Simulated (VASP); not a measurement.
A run of VASP 6.6.1:

INCAR

```
SYSTEM = GaP
ALGO = Normal
EDIFF = 1E-6
EDIFFG = -0.005
ENCUT = 600
GGA = PE
IBRION = 2
ISIF = 3
ISMEAR = 0
LASPH = .True.
LCHARG = .False.
LREAL = .False.
LWAVE = .False.
NELM = 80
NSW = 100
PREC = Accurate
SIGMA = 0.02
```

Contents of KPOINTS:

```
k-points
0
Gamma
  8 8 8
  0 0 0
```

The input POSCAR:

```
GaP
1.0
    0.0000000000      2.7694446618      2.7694446618
    2.7694446618      0.0000000000      2.7694446618
    2.7694446618      2.7694446618      0.0000000000
Ga P
1 1
Direct
    0.0000000000      0.0000000000      0.0000000000
    0.2500000000      0.2500000000      0.2500000000
```

Potentials or basis: VASP PAW PBE potentials, release 64 (Ga_d, P).

Run with:

```bash
$ cat potpaw_PBE.64/Ga_d/POTCAR potpaw_PBE.64/P/POTCAR > POTCAR
$ mpirun -np 1 vasp_std > vasp.out
```

Hardware: 1 thread of Intel(R) Xeon(R) 6975P-C (Granite Rapids) (shared host).

Question: Estimate the wall time of this run.

Answer: It took 15 s on 1 thread of Intel(R) Xeon(R) 6975P-C (Granite Rapids) (shared host), peak memory 0.19 GiB. Counts: scf iterations 26, k points 29, ion steps 3.
